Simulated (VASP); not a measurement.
A run of VASP 6.6.1 is set up as follows.

The input INCAR:

```
PREC = Accurate
ENCUT = 520
EDIFF = 1E-6
ISMEAR = -1
SIGMA = 0.05
LREAL = F
LASPH = T
NELM = 80
ALGO = Normal
ISIF = 2
LWAVE = F
LCHARG = F
GGA = PE
NBANDS = 7
```

Contents of KPOINTS:

```
regular mesh
0
Gamma
  20 20 20
```

Contents of POSCAR:

```
Be
1.0
   -1.2500666702      1.2500666702      1.2500666702
    1.2500666702     -1.2500666702      1.2500666702
    1.2500666702      1.2500666702     -1.2500666702
Be
1
Direct
    0.0000000000      0.0000000000      0.0000000000
```

Potentials or basis: VASP PAW PBE potentials, release 64 (Be).

Command:

```bash
$ cat potpaw_PBE.64/Be/POTCAR > POTCAR
$ mpirun -np 1 vasp_std > vasp.out
```

**Question.** What does it give for the pressure?

**Answer.** 0.2 GPa.

**Question.** Estimate the band gap on the k mesh.

**Answer.** Zero (band 1 reaches 11.97 eV, above the bottom of band 2 at 6.68 eV).
